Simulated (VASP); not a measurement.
# In2Ag5O6 in VASP: single point with PBE

Aim: the single point of In2Ag5O6 with PBE.

All numbers are computed with VASP 6.6.1; they aren't measurements. Logs are shortened: lines on timing, memory, paths and dates and some standing lists are left out, and cuts for length are marked.

### Step 1. The cell of the first run

The typed cell holds 13 atoms: a = 5.905 Å, b = 5.905 Å, c = 6.320 Å, α = 90.00°, β = 90.00°, γ = 60.00°.

### Step 2. Single point, PBE

INCAR reads:

```
PREC = Accurate ; ENCUT = 520
EDIFF = 1E-6 ; ISMEAR = -1
SIGMA = 0.1 ; LREAL = False
LASPH = True ; NELM = 60
ALGO = Normal ; ISIF = 2
LWAVE = False ; LCHARG = False
GGA = PE ; NBANDS = 70
```

KPOINTS reads:

```
regular mesh
0
Gamma
  5 5 4
```

POSCAR reads:

```
In2Ag5O6
1.0
    2.9525954403      5.1140453169      0.0000000000
   -2.9525954403      5.1140453169      0.0000000000
    0.0000000000      0.0000000000      6.3204577672
Ag O In
5 6 2
Direct
    0.0000000000      0.0000000000      0.2843944770
    0.4999979291      0.5000020709      0.5186191797
    0.0000000000      0.4999979291      0.5186191797
    0.5000020709      0.0000000000      0.5186191797
    0.0000000000      0.0000000000      0.7527961618
    0.3794820845      0.6205179155      0.8281405891
    0.0000000000      0.3794820845      0.8281405891
    0.6205179155      0.0000000000      0.8281405891
    0.6205161559      0.3794838441      0.2090985091
    0.0000000000      0.6205161559      0.2090985091
    0.3794838441      0.0000000000      0.2090985091
    0.3333333333      0.3333333333      0.0186172637
    0.6666666667      0.6666666667      0.0186172637
```

Potentials or basis: VASP PAW PBE potentials, release 64 (Ag, O, In_d).

Launch:

```bash
> cat potpaw_PBE.64/Ag/POTCAR potpaw_PBE.64/O/POTCAR potpaw_PBE.64/In_d/POTCAR > POTCAR
> mpirun -np 1 vasp_std > vasp.out
```

OUTCAR:

```text
PREC = Accurate
   ENCUT = 520
   EDIFF = 1E-6
   ISMEAR = -1
   LREAL = False
   LASPH = True
   NELM = 60
   ISIF = 2
   GGA = PE

 ion  position               nearest neighbor table
   1  0.000  0.000  0.284-   9 2.29  10 2.29  11 2.29   5 2.96   2 3.30   3 3.30   4 3.30   2 3.30
                             3 3.30   4 3.30   5 3.36  13 3.80  12 3.80  13 3.80  12 3.80  13 3.80
   2  0.500  0.500  0.519-   6 2.08   9 2.08   3 2.95   4 2.95   4 2.95   3 2.95   5 3.30   5 3.30
                             1 3.30   1 3.30  13 3.59  12 3.59  13 3.59  12 3.59
   3  0.000  0.500  0.519-   7 2.08  10 2.08   4 2.95   4 2.95   2 2.95   2 2.95   5 3.30   5 3.30
                             1 3.30   1 3.30  12 3.59  13 3.59  12 3.59  13 3.59
   4  0.500  0.000  0.519-   8 2.08  11 2.08   3 2.95   3 2.95   2 2.95   2 2.95   5 3.30   5 3.30
                             1 3.30   1 3.30  13 3.59  12 3.59  13 3.59  12 3.59
   5  0.000  0.000  0.753-   6 2.29   7 2.29   8 2.29   1 2.96   2 3.30   4 3.30   3 3.30   2 3.30
                             3 3.30   4 3.30   1 3.36  12 3.80  13 3.80  13 3.80  12 3.80  13 3.80
   6  0.379  0.621  0.828-   2 2.08  12 2.20  13 2.20   5 2.29
   7  0.000  0.379  0.828-   3 2.08  12 2.20  13 2.20   5 2.29
   8  0.621  0.000  0.828-   4 2.08  13 2.20  12 2.20   5 2.29
   9  0.621  0.379  0.209-   2 2.08  12 2.20  13 2.20   1 2.29
  10  0.000  0.621  0.209-   3 2.08  13 2.20  12 2.20   1 2.29
  11  0.379  0.000  0.209-   4 2.08  12 2.20  13 2.20   1 2.29
  12  0.333  0.333  0.019-   7 2.20   8 2.20   6 2.20  11 2.20  10 2.20   9 2.20  13 3.41  13 3.41
                            13 3.41   3 3.59   4 3.59   2 3.59   3 3.59   4 3.59   2 3.59   1 3.80
  13  0.667  0.667  0.019-   8 2.20   7 2.20   6 2.20  10 2.20  11 2.20   9 2.20  12 3.41  12 3.41
                            12 3.41   4 3.59   3 3.59   2 3.59   4 3.59   3 3.59   2 3.59   1 3.80

  LATTYP: Found a hexagonal cell.
 ALAT       =     5.9051908807
 C/A-ratio  =     1.0703223477

  Lattice vectors:

 A1 = (   2.9525954403,  -5.1140453169,   0.0000000000)
 A2 = (   2.9525954403,   5.1140453169,   0.0000000000)
 A3 = (   0.0000000000,   0.0000000000,   6.3204577672)

Analysis of symmetry for initial positions (statically):
=====================================================================
 Subroutine PRICEL returns:
 Original cell was already a primitive cell.

 Routine SETGRP: Setting up the symmetry group for a
 hexagonal supercell.

 Subroutine GETGRP returns: Found  6 space group operations
 (whereof  6 operations were pure point group operations)
 out of a pool of 24 trial point group operations.

The static configuration has the point symmetry C_3v.

Analysis of symmetry for dynamics (positions and initial velocities):
=====================================================================
 Subroutine PRICEL returns:
[... 143 lines left out ...]
     AMIX_MAG =   1.60;   BMIX_MAG =  1.00
  volume/ion in A,a.u.               =      14.68        99.08
  Fermi-wavevector in a.u.,A,eV,Ry     =   1.390660  2.627967 26.312803  1.933936
  Thomas-Fermi vector in A             =   2.514574
   LORBIT       =      0    0 simple, 1 ext, 2 COOP (PROOUT), +10 PAW based schemes
   GGA     = PE    functional components
   LHFCALC =     F    Hartree Fock is set to
   AEXX    =    0.0000 exact exchange contribution
   IVDW    =     0    specifies the selected vdW correction
   LEPSILON=     F    determine dielectric tensor
   LRPA    =     F    only Hartree local field effects (RPA)
 non-spin polarized calculation
  energy-cutoff  :      520.00
  volume of cell :      190.87
 maximum number of plane-waves:      5153
 NGX is ok and might be reduce to    48
   NGX = 21   NGY = 21   NGZ = 23

 number of electron     117.0000025 magnetization

 Free energy of the ion-electron system (eV)
  ---------------------------------------------------
  ext. energy  EPLUGINS =         0.00000000
  ---------------------------------------------------
  free energy    TOTEN  =       -57.05739519 eV

  energy without entropy =      -56.87142070  energy(sigma->0) =      -56.96440795

 E-fermi :   5.1450     XC(G=0): -11.0717

 val. band max:        5.1427501856   @ k =   0.4000  -0.0000   0.0000
 cond. band min:       5.1541592976   @ k =   0.0000   0.0000   0.2500
 fundamental gap:      0.0114091120
 Fermi energy:         5.1450023745

 k-point     1 :       0.0000    0.0000    0.0000
  band No.  band energies     occupation
      1     -12.6900      2.00000
      2     -12.1477      2.00000
      3     -12.1477      2.00000
      4     -11.9921      2.00000
      5     -11.9921      2.00000
      6     -11.8716      2.00000
[... 1230 lines left out ...]
     69      13.0393      0.00000
     70      13.3373      0.00000

------------------------ aborting loop because EDIFF is reached ----------------------------------------

  FORCE on cell =-STRESS in cart. coord.  units (eV):
  Direction    XX          YY          ZZ          XY          YZ          ZX
  --------------------------------------------------------------------------------------
  -------------------------------------------------------------------------------------
  Total        0.0666277      0.0666277      0.1241811      0.0000000      0.0000000     -0.0000000
  in kB        0.5592657      0.5592657      1.0423635      0.0000000      0.0000000     -0.0000000
  external PRESSURE =       0.7202983 kB  Pullay stress =       0.0000000 kB

 VOLUME and BASIS-vectors are now :
 -----------------------------------------------------------------------------
  energy-cutoff  :      520.00
  volume of cell :      190.87
      direct lattice vectors                 reciprocal lattice vectors
     2.952595440  5.114045317  0.000000000     0.169342536  0.097769959  0.000000000
    -2.952595440  5.114045317  0.000000000    -0.169342536  0.097769959  0.000000000
     0.000000000  0.000000000  6.320457767     0.000000000  0.000000000  0.158216388

 POSITION                                       TOTAL-FORCE (eV/Angst)
 -----------------------------------------------------------------------------------
      0.00000      0.00000      1.79750         0.000000      0.000000     -0.009023
     -0.00001      5.11405      3.27791         0.000050      0.000000      0.000078
     -1.47629      2.55701      3.27791        -0.000025      0.000044      0.000078
      1.47630      2.55703      3.27791        -0.000025     -0.000044      0.000078
      0.00000      0.00000      4.75802         0.000000      0.000000      0.008759
     -0.71168      5.11405      5.23423        -0.023003      0.000000     -0.023582
     -1.12046      1.94069      5.23423         0.011501     -0.019921     -0.023582
      1.83214      3.17336      5.23423         0.011501      0.019921     -0.023582
      0.71167      5.11405      1.32160         0.022803      0.000000      0.023352
     -1.83213      3.17335      1.32160        -0.011402      0.019748      0.023352
      1.12046      1.94070      1.32160        -0.011402     -0.019748      0.023352
      0.00000      3.40936      0.11767         0.000000      0.000000      0.000360
      0.00000      6.81873      0.11767         0.000000      0.000000      0.000360
 -----------------------------------------------------------------------------------
    total drift:                                0.000001     -0.000000      0.001755

  FREE ENERGIE OF THE ION-ELECTRON SYSTEM (eV)
  ---------------------------------------------------
  free  energy   TOTEN  =       -57.0573951924 eV

  energy  without entropy=      -56.8714207037  energy(sigma->0) =      -56.96440795
```

stdout:

```text
POSCAR found type information on POSCAR AgO In
 POSCAR found :  3 types and      13 ions
 scaLAPACK will be used
 LDA part: xc-table for (Slater+PW92), standard interpolation
 POSCAR, INCAR and KPOINTS ok, starting setup
 FFT: planning ... GRIDC
 FFT: planning ... GRID_SOFT
 FFT: planning ... GRID
 WAVECAR not read
 entering main loop
```

Run time: 8.1 min. Hardware: 1 thread of Intel Xeon 8259CL, shared host; peak memory 0.43 GiB.

What came out:

```
Free energy            : -57.0574 eV
Pressure               : 0.1 GPa
Largest force          : 0.033 eV/Å
Band gap on the k mesh : zero (an odd number of electrons rules out a gap without spin polarisation)
```

Forces in eV/Å, atoms in the order of the input:
```
Ag   0.000  0.000 -0.009
Ag   0.000  0.000  0.000
Ag   0.000  0.000  0.000
Ag   0.000  0.000  0.000
Ag   0.000  0.000  0.009
O   -0.023  0.000 -0.024
O    0.012 -0.020 -0.024
O    0.012  0.020 -0.024
O    0.023  0.000  0.023
O   -0.011  0.020  0.023
O   -0.011 -0.020  0.023
In   0.000  0.000  0.000
In   0.000  0.000  0.000
```

Caveat: spin-orbit coupling is left out, which moves the levels of the heavy elements; an odd number of electrons without spin polarisation forces a metal; a magnetic or distorted state may lie lower.
